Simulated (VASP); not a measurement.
# KI (I4/mmm) in VASP: notebook

KI is run at these levels: PBE; tasks: single point.

Program: VASP 6.6.1. These are calculated values, not measurements. Logs are shortened: lines on timing, memory, paths and dates and some standing lists are left out, and cuts for length are marked.

## (1) The cell of the first run

The structure is tetragonal, space group I4/mmm (No. 139). Conventional cell: a = 4.735 Å, b = 4.735 Å, c = 7.049 Å, α = 90.00°, β = 90.00°, γ = 90.00°. K (site symmetry 4/mmm) has 6 I at 3.35 to 3.52 Å within 4.4 Å. Within 4.4 Å of I (site symmetry 4/mmm) lie 6 K at 3.35 to 3.52 Å.

## (2) Single point, PBE (strain -0.050 along x and y, +0.000 along z)

The input, INCAR:

```
SYSTEM = KI
PREC = Accurate ; ENCUT = 520
EDIFF = 1E-6 ; ISMEAR = 0
SIGMA = 0.05 ; LREAL = .FALSE.
LASPH = .TRUE. ; NELM = 80
ALGO = Normal ; ISIF = 2
LWAVE = .FALSE. ; LCHARG = .FALSE.
GGA = PE ; NBANDS = 15
```

The input, KPOINTS:

```
Automatic mesh
0
G
  6 6 6
  0 0 0
```

The input, POSCAR:

```
KI
1.0
    0.0000000000      3.3483225000      3.5245500000
    3.3483225000      0.0000000000      3.5245500000
    3.3483225000      3.3483225000      0.0000000000
K I
1 1
Direct
    0.0000000000      0.0000000000      0.0000000000
    0.5000000000      0.5000000000      0.5000000000
```

Potentials or basis: VASP PAW PBE potentials, release 64 (K_sv, I).

Launch:

```
$ cat potpaw_PBE.64/K_sv/POTCAR potpaw_PBE.64/I/POTCAR > POTCAR
$ mpirun -np 1 vasp_std > vasp.out
```

OUTCAR:

```text
SYSTEM = KI
   PREC = Accurate
   ENCUT = 520
   EDIFF = 1E-6
   ISMEAR = 0
   LREAL = .FALSE.
   LASPH = .TRUE.
   NELM = 80
   ISIF = 2
   GGA = PE

 ion  position               nearest neighbor table
   1  0.000  0.000  0.000-   2 3.35   2 3.35   2 3.35   2 3.35   2 3.52   2 3.52
   2  0.500  0.500  0.500-   1 3.35   1 3.35   1 3.35   1 3.35   1 3.52   1 3.52

  LATTYP: Found a body centered tetragonal cell.
 ALAT       =     4.7352430907
 C/A-ratio  =     1.4886458551

  Lattice vectors:

 A1 = (  -3.3483225000,   0.0000000000,   3.5245500000)
 A2 = (   3.3483225000,   0.0000000000,   3.5245500000)
 A3 = (   0.0000000000,   3.3483225000,  -3.5245500000)

Analysis of symmetry for initial positions (statically):
=====================================================================
 Subroutine PRICEL returns:
 Original cell was already a primitive cell.

 Routine SETGRP: Setting up the symmetry group for a
 body centered tetragonal supercell.

 Subroutine GETGRP returns: Found 16 space group operations
 (whereof 16 operations were pure point group operations)
 out of a pool of 16 trial point group operations.

The static configuration has the point symmetry D_4h.

Analysis of symmetry for dynamics (positions and initial velocities):
=====================================================================
 Subroutine PRICEL returns:
 Original cell was already a primitive cell.

 Routine SETGRP: Setting up the symmetry group for a
 body centered tetragonal supercell.

 Subroutine GETGRP returns: Found 16 space group operations
 (whereof 16 operations were pure point group operations)
 out of a pool of 16 trial point group operations.

The dynamic configuration has the point symmetry D_4h.

 Subroutine INISYM returns: Found 16 space group operations
 (whereof 16 operations are pure point group operations),
 and found     1 'primitive' translations

----------------------------------------------------------------------------------------

                                     Primitive cell

  volume of cell :      79.0293

  direct lattice vectors                    reciprocal lattice vectors
     0.000000000  3.348322500  3.524550000    -0.149328507  0.149328507  0.141862082
     3.348322500  0.000000000  3.524550000     0.149328507 -0.149328507  0.141862082
     3.348322500  3.348322500  0.000000000     0.149328507  0.149328507 -0.141862082

  length of vectors
     4.861452074  4.861452074  4.735243091     0.254406871  0.254406871  0.254406871

  position of ions in fractional coordinates (direct lattice)
     0.000000000  0.000000000  0.000000000
     0.500000000  0.500000000  0.500000000

  ion indices of the primitive-cell ions
   primitive index   ion index
                 1           1
                 2           2

----------------------------------------------------------------------------------------

 KPOINTS: Automatic mesh

Automatic generation of k-mesh.
 Grid dimensions read from file:
 generate k-points for:    6    6    6

 Generating k-lattice:

  Cartesian coordinates                     Fractional coordinates (reciprocal lattice)
    -0.024888085  0.024888085  0.023643680     0.166666667  0.000000000  0.000000000
     0.024888085 -0.024888085  0.023643680     0.000000000  0.166666667  0.000000000
     0.024888085  0.024888085 -0.023643680    -0.000000000 -0.000000000  0.166666667

  Length of vectors
     0.042401145  0.042401145  0.042401145

  Shift w.r.t. Gamma in fractional coordinates (k-lattice)
     0.000000000  0.000000000  0.000000000

 Subroutine IBZKPT returns following result:
 ===========================================

 Found     30 irreducible k-points:

 Following reciprocal coordinates:
            Coordinates               Weight
  0.000000  0.000000  0.000000      1.000000
  0.166667  0.000000  0.000000      8.000000
  0.333333  0.000000  0.000000      8.000000
  0.500000  0.000000  0.000000      4.000000
  0.166667  0.166667  0.000000      2.000000
  0.333333  0.166667  0.000000      8.000000
[... 16 lines left out ...]
  0.333333  0.000000  0.333333      4.000000
  0.500000  0.000000  0.333333     16.000000
 [... further k-points ...]
   k-points           NKPTS =     30   k-points in BZ     NKDIM =     30   number of bands    NBANDS=     15
   number of dos      NEDOS =    301   number of ions     NIONS =      2
   total plane-waves  NPLWV =  46656
   dimension x,y,z NGX =    36 NGY =   36 NGZ =   36
   dimension x,y,z NGXF=    72 NGYF=   72 NGZF=   72
   ions per type =               1   1
   NGX,Y,Z   is equivalent  to a cutoff of  12.31, 12.31, 12.64 a.u.
   NGXF,Y,Z  is equivalent  to a cutoff of  24.62, 24.62, 25.28 a.u.
 SYSTEM =  KI
   PREC   = accura    normal or accurate (medium, high low for compatibility)
   ISTART =      0    job   : 0-new  1-cont  2-samecut
   ICHARG =      2    charge: 1-file 2-atom 10-const
   ISPIN  =      1    spin polarized calculation?
   LNONCOLLINEAR =      F non collinear calculations
   LSORBIT =      F    spin-orbit coupling
   LASPH  =      T    aspherical Exc in radial PAW
   ENCUT  =  520.0 eV  38.22 Ry    6.18 a.u.   9.04  9.04  8.80*2*pi/ulx,y,z
   NELM   =     80;   NELMIN=  2; NELMDL= -5     # of ELM steps
   EDIFF  = 0.1E-05   stopping-criterion for ELM
   LREAL  =      F    real-space projection
   EDIFFG = 0.1E-04   stopping-criterion for IOM
   NSW    =      0    number of steps for IOM
   IBRION =     -1    ionic relax: 0-MD 1-quasi-New 2-CG
   NFREE  =      0    steps in history (QN), initial steepest desc. (CG)
   ISIF   =      2    stress and relaxation
   ISYM   =      2    0-nonsym 1-usesym 2-fastsym
   POTIM  = 0.5000    time-step for ionic-motion
   TEBEG  =    0.0;   TEEND  =   0.0 temperature during run
   PSTRESS=    0.0 pullay stress
   NELECT =      16.0000    total number of electrons
   NUPDOWN=      -1.0000    fix difference up-down
   EMIN   =  10.00;   EMAX   =-10.00  energy-range for DOS
   EFERMI =   0.00;   METHOD = LEGACY
   ISMEAR =     0;   SIGMA  =   0.05  broadening in eV -4-tet -1-fermi 0-gaus
   EFERMI_NEDOS =   21; number of points for ismear=-14 and -15
   IALGO  =     38    algorithm
   IMIX   =      4    mixing-type and parameters
     AMIX     =   0.40;   BMIX     =  1.00
     AMIX_MAG =   1.60;   BMIX_MAG =  1.00
  volume/ion in A,a.u.               =      39.51       266.66
  Fermi-wavevector in a.u.,A,eV,Ry     =   0.961285  1.816565 12.572715  0.924068
  Thomas-Fermi vector in A             =   2.090643
   LORBIT       =      0    0 simple, 1 ext, 2 COOP (PROOUT), +10 PAW based schemes
   GGA     = PE    functional components
   LHFCALC =     F    Hartree Fock is set to
   AEXX    =    0.0000 exact exchange contribution
   IVDW    =     0    specifies the selected vdW correction
   LEPSILON=     F    determine dielectric tensor
   LRPA    =     F    only Hartree local field effects (RPA)
 non-spin polarized calculation
 Gauss-broadening in eV      SIGMA  =   0.05
  energy-cutoff  :      520.00
  volume of cell :       79.03
 maximum number of plane-waves:      2144
   NGX = 19   NGY = 19   NGZ = 17

 number of electron      16.0000002 magnetization

 Free energy of the ion-electron system (eV)
  ---------------------------------------------------
  ext. energy  EPLUGINS =         0.00000000
  ---------------------------------------------------
  free energy    TOTEN  =        -5.45299491 eV

  energy without entropy =       -5.45299491  energy(sigma->0) =       -5.45299491

 E-fermi :   0.4777     XC(G=0):  -7.6135

 val. band max:        0.2144317499   @ k =   0.0000   0.0000   0.0000
 cond. band min:       4.4252158451   @ k =   0.0000   0.0000   0.0000
 fundamental gap:      4.2107840951
 Fermi energy:         0.4777042245

 k-point     1 :       0.0000    0.0000    0.0000
  band No.  band energies     occupation
      1     -28.1274      2.00000
      2     -11.6357      2.00000
      3     -11.6357      2.00000
      4     -11.6269      2.00000
      5     -10.4910      2.00000
      6       0.1744      2.00000
      7       0.2144      2.00000
      8       0.2144      2.00000
      9       4.4252      0.00000
     10       6.4103      0.00000
     11       6.7446      0.00000
     12       6.7446      0.00000
     13       7.3361      0.00000
     14       7.5297      0.00000
     15      10.1010      0.00000

 k-point     2 :       0.1667    0.0000    0.0000
  band No.  band energies     occupation
      1     -28.1264      2.00000
      2     -11.7210      2.00000
      3     -11.6351      2.00000
      4     -11.6306      2.00000
      5     -10.3580      2.00000
      6      -0.3080      2.00000
      7       0.0638      2.00000
      8       0.0935      2.00000
      9       5.0944      0.00000
     10       6.5665      0.00000
     11       6.8845      0.00000
     12       7.0578      0.00000
     13       7.7231      0.00000
     14       7.9254      0.00000
     15      11.0734      0.00000

 k-point     3 :       0.3333    0.0000    0.0000
  band No.  band energies     occupation
      1     -28.1245      2.00000
      2     -11.8583      2.00000
      3     -11.6346      2.00000
      4     -11.6339      2.00000
      5     -10.1246      2.00000
      6      -1.0772      2.00000
      7      -0.1588      2.00000
      8      -0.1272      2.00000
      9       5.6948      0.00000
     10       7.4951      0.00000
     11       7.6561      0.00000
     12       7.8609      0.00000
     13       8.7340      0.00000
     14       8.9159      0.00000
     15      10.2619      0.00000
[... 343 lines left out ...]
 k-point    23 :       0.3333    0.0000    0.3333
  band No.  band energies     occupation
      1     -28.1232      2.00000
      2     -11.7629      2.00000
      3     -11.6646      2.00000
      4     -11.6461      2.00000
      5     -10.2266      2.00000
      6      -0.9419      2.00000
      7      -0.1892      2.00000
      8      -0.1594      2.00000
      9       5.2242      0.00000
     10       6.1970      0.00000
     11       8.1194      0.00000
     12       8.7111      0.00000
     13       9.1693      0.00000
     14       9.3465      0.00000
     15      10.5978      0.00000

 k-point    24 :       0.5000    0.0000    0.3333
  band No.  band energies     occupation
      1     -28.1223      2.00000
      2     -11.7544      2.00000
      3     -11.6771      2.00000
      4     -11.6524      2.00000
      5     -10.2115      2.00000
      6      -0.9380      2.00000
      7      -0.4389      2.00000
      8      -0.2581      2.00000
      9       5.3801      0.00000
     10       6.7300      0.00000
     11       8.2200      0.00000
     12       8.5819      0.00000
     13       9.4348      0.00000
     14       9.7370      0.00000
     15      10.5000      0.00000

 [... further k-points ...]

------------------------ aborting loop because EDIFF is reached ----------------------------------------

  FORCE on cell =-STRESS in cart. coord.  units (eV):
  Direction    XX          YY          ZZ          XY          YZ          ZX
  --------------------------------------------------------------------------------------
  -------------------------------------------------------------------------------------
  Total        1.6668223      1.6668223      0.5990596      0.0000000      0.0000000      0.0000000
  in kB       33.7918242     33.7918242     12.1448560      0.0000000      0.0000000      0.0000000
  external PRESSURE =      26.5761682 kB  Pullay stress =       0.0000000 kB

 VOLUME and BASIS-vectors are now :
 -----------------------------------------------------------------------------
  energy-cutoff  :      520.00
  volume of cell :       79.03
      direct lattice vectors                 reciprocal lattice vectors
     0.000000000  3.348322500  3.524550000    -0.149328507  0.149328507  0.141862082
     3.348322500  0.000000000  3.524550000     0.149328507 -0.149328507  0.141862082
     3.348322500  3.348322500  0.000000000     0.149328507  0.149328507 -0.141862082

 POSITION                                       TOTAL-FORCE (eV/Angst)
 -----------------------------------------------------------------------------------
      0.00000      0.00000      0.00000        -0.000000     -0.000000      0.000000
      3.34832      3.34832      3.52455         0.000000      0.000000      0.000000
 -----------------------------------------------------------------------------------
    total drift:                                0.000000      0.000000      0.000000

  FREE ENERGIE OF THE ION-ELECTRON SYSTEM (eV)
  ---------------------------------------------------
  free  energy   TOTEN  =        -5.4529949103 eV

  energy  without entropy=       -5.4529949103  energy(sigma->0) =       -5.45299491
```

Run time: 48 s. Hardware: 1 thread of AMD EPYC 7R43 (Zen 3), shared host; peak memory 0.18 GiB.

Results:

```yaml
Free_energy: -5.4530 eV
Pressure: 2.7 GPa
Band_gap_on_the_k_mesh: 4.21 eV, direct
```

Caveat: the cell differs from its parent crystal (strain -0.050 along x and y, +0.000 along z); spin-orbit coupling is left out, which moves the levels of the heavy elements. A k mesh can miss the band edges.

## (3) Single point, PBE (strain -0.025 along x and y, -0.050 along z)

The input, INCAR:

```
PREC = Accurate
ENCUT = 520
EDIFF = 1E-7
ISMEAR = 0
SIGMA = 0.05
LREAL = False
LASPH = True
NELM = 60
ALGO = Normal
ISIF = 2
LWAVE = False
LCHARG = False
GGA = PE
NBANDS = 15
```

The input, KPOINTS:

```
Automatic mesh
0
Gamma
  6 6 6
```

The input, POSCAR:

```
KI
1.0
    0.0000000000      3.4364362500      3.3483225000
    3.4364362500      0.0000000000      3.3483225000
    3.4364362500      3.4364362500      0.0000000000
K I
1 1
Direct
    0.0000000000      0.0000000000      0.0000000000
    0.5000000000      0.5000000000      0.5000000000
```

Potentials or basis: VASP PAW PBE potentials, release 64 (K_sv, I).

Launch:

```
$ cat potpaw_PBE.64/K_sv/POTCAR potpaw_PBE.64/I/POTCAR > POTCAR
$ mpirun -np 1 vasp_std > vasp.out
```

Wall time 73 s (1 thread of AMD EPYC 7R43 (Zen 3), shared host); peak memory 0.18 GiB.

Results (log left out):

```
Free energy            : -5.4673 eV
Pressure               : 2.5 GPa
Band gap on the k mesh : 4.22 eV, direct
```

Stress tensor (GPa, compression positive):
```
2.12 0.00 0.00
0.00 2.12 0.00
0.00 0.00 3.36
```

Levels at points of the mesh, in eV from the valence-band top:
| k point | band 4 | band 5 | band 6 | band 7 | band 8 | band 9 | band 10 | band 11 | band 12 | band 13 |
| --- | --- | --- | --- | --- | --- | --- | --- | --- | --- | --- |
| (0.00, 0.00, 0.00) | -11.85 | -10.70 | -0.02 | -0.02 | 0.00 | 4.22 | 6.36 | 6.36 | 6.53 | 7.15 |
| (0.50, 0.00, 0.00) | -11.85 | -10.24 | -1.61 | -0.46 | -0.45 | 5.61 | 7.98 | 8.24 | 8.46 | 8.85 |
| (0.50, 0.50, 0.00) | -11.88 | -10.50 | -1.15 | -0.48 | -0.48 | 4.70 | 6.01 | 8.23 | 9.07 | 9.41 |
| (0.50, 0.00, 0.50) | -11.87 | -10.51 | -1.20 | -0.44 | -0.42 | 4.72 | 6.01 | 8.16 | 9.05 | 9.32 |

Caveat: the cell differs from its parent crystal (strain -0.025 along x and y, -0.050 along z); spin-orbit coupling is left out, which moves the levels of the heavy elements. A k mesh can miss the band edges.

## (4) Single point, PBE (strain -0.025 along x and y, +0.000 along z)

The input, INCAR:

```
  PREC = Accurate
  ENCUT = 520
  EDIFF = 1E-6
  ISMEAR = 0
  SIGMA = 0.05
  LREAL = False
  LASPH = True
  NELM = 60
  ALGO = Normal
  ISIF = 2
  LWAVE = False
  LCHARG = False
  GGA = PE
  NBANDS = 15
```

KPOINTS is that of step 3.

The input, POSCAR:

```
KI
1.0
    0.0000000000      3.4364362500      3.5245500000
    3.4364362500      0.0000000000      3.5245500000
    3.4364362500      3.4364362500      0.0000000000
K I
1 1
Direct
    0.0000000000      0.0000000000      0.0000000000
    0.5000000000      0.5000000000      0.5000000000
```

Launch:

```
$ cat potpaw_PBE.64/K_sv/POTCAR potpaw_PBE.64/I/POTCAR > POTCAR
$ mpirun -np 1 vasp_std > vasp.out
```

Wall time 68 s (1 thread of AMD EPYC 7R43 (Zen 3), shared host); peak memory 0.2 GiB.

It converged, with:

```yaml
Free_energy: -5.5203 eV
Pressure: 1.5 GPa
Band_gap_on_the_k_mesh: 4.10 eV, direct
```

Stress tensor (GPa, compression positive):
```
1.83 0.00 0.00
0.00 1.83 0.00
0.00 0.00 0.96
```

Levels at points of the mesh, in eV from the valence-band top:
| k point | band 6 | band 7 | band 8 | band 9 | band 10 | band 11 |
| --- | --- | --- | --- | --- | --- | --- |
| (0.00, 0.00, 0.00) | -0.01 | 0.00 | 0.00 | 4.10 | 6.36 | 6.52 |
| (0.50, 0.00, 0.00) | -1.46 | -0.40 | -0.39 | 5.57 | 7.86 | 8.16 |
| (0.50, 0.50, 0.00) | -1.11 | -0.37 | -0.37 | 4.84 | 5.90 | 8.11 |
| (0.50, 0.00, 0.50) | -1.08 | -0.43 | -0.41 | 4.82 | 5.90 | 8.17 |

Caveat: the cell differs from its parent crystal (strain -0.025 along x and y, +0.000 along z); spin-orbit coupling is left out, which moves the levels of the heavy elements.

## (5) Single point, PBE (strain +0.000 along x and y, -0.025 along z)

The input, INCAR:

```
SYSTEM = KI
  PREC = Accurate
  ENCUT = 520
  EDIFF = 1E-7
  ISMEAR = 0
  SIGMA = 0.05
  LREAL = .False.
  LASPH = .True.
  NELM = 80
  ALGO = Normal
  ISIF = 2
  LWAVE = .False.
  LCHARG = .False.
  GGA = PE
  NBANDS = 15
```

The input, KPOINTS:

```
regular mesh
0
Gamma
  6 6 6
  0 0 0
```

The input, POSCAR:

```
KI
1.0
    0.0000000000      3.5245500000      3.4364362500
    3.5245500000      0.0000000000      3.4364362500
    3.5245500000      3.5245500000      0.0000000000
K I
1 1
Direct
    0.0000000000      0.0000000000      0.0000000000
    0.5000000000      0.5000000000      0.5000000000
```

Launch:

```
$ cat potpaw_PBE.64/K_sv/POTCAR potpaw_PBE.64/I/POTCAR > POTCAR
$ mpirun -np 1 vasp_std > vasp.out
```

It took 1.7 min on 1 thread of AMD EPYC 7R43 (Zen 3), shared host; peak memory 0.21 GiB.

Results (log left out):

- Free energy: -5.5378 eV
- Pressure: 1.1 GPa
- Band gap on the k mesh: 4.03 eV, direct

Stress tensor (GPa, compression positive):
```
0.83 0.00 0.00
0.00 0.83 0.00
0.00 0.00 1.67
```

Levels at points of the mesh, in eV from the valence-band top:
| k point | band 4 | band 5 | band 6 | band 7 | band 8 | band 9 | band 10 | band 11 | band 12 | band 13 |
| --- | --- | --- | --- | --- | --- | --- | --- | --- | --- | --- |
| (0.00, 0.00, 0.00) | -11.94 | -10.56 | -0.01 | -0.01 | 0.00 | 4.03 | 6.42 | 6.42 | 6.58 | 7.16 |
| (0.50, 0.00, 0.00) | -11.95 | -10.23 | -1.40 | -0.38 | -0.37 | 5.55 | 7.79 | 8.11 | 8.31 | 8.75 |
| (0.50, 0.50, 0.00) | -11.97 | -10.40 | -1.03 | -0.42 | -0.42 | 4.86 | 5.84 | 8.17 | 8.83 | 9.03 |
| (0.50, 0.00, 0.50) | -11.96 | -10.40 | -1.06 | -0.39 | -0.36 | 4.88 | 5.84 | 8.10 | 8.81 | 8.93 |

Caveat: the cell differs from its parent crystal (strain +0.000 along x and y, -0.025 along z); spin-orbit coupling is left out, which moves the levels of the heavy elements.

## (6) Overview

```csv
cell,gap on the mesh (eV),pressure (GPa)
"a = 4.861, b = 4.861, c = 4.735 Å, angles 60.9, 60.9, 58.3°, 2 atoms",4.21,2.7
"a = 4.798, b = 4.798, c = 4.860 Å, angles 59.6, 59.6, 60.9°, 2 atoms",4.22,2.5
"a = 4.923, b = 4.923, c = 4.860 Å, angles 60.4, 60.4, 59.2°, 2 atoms",4.10,1.5
"a = 4.923, b = 4.923, c = 4.984 Å, angles 59.6, 59.6, 60.8°, 2 atoms",4.03,1.1
```

Alike in all rows: task single point; level PBE; potentials or basis VASP PAW PBE potentials, release 64 (K_sv, I); no spin polarisation; k mesh 6 × 6 × 6; cutoff (eV) 520; smearing gaussian 0.05 eV.

Caveats: spin-orbit coupling is left out, which moves the levels of the heavy elements.

Absolute energies hang on the potentials; compare differences alone.
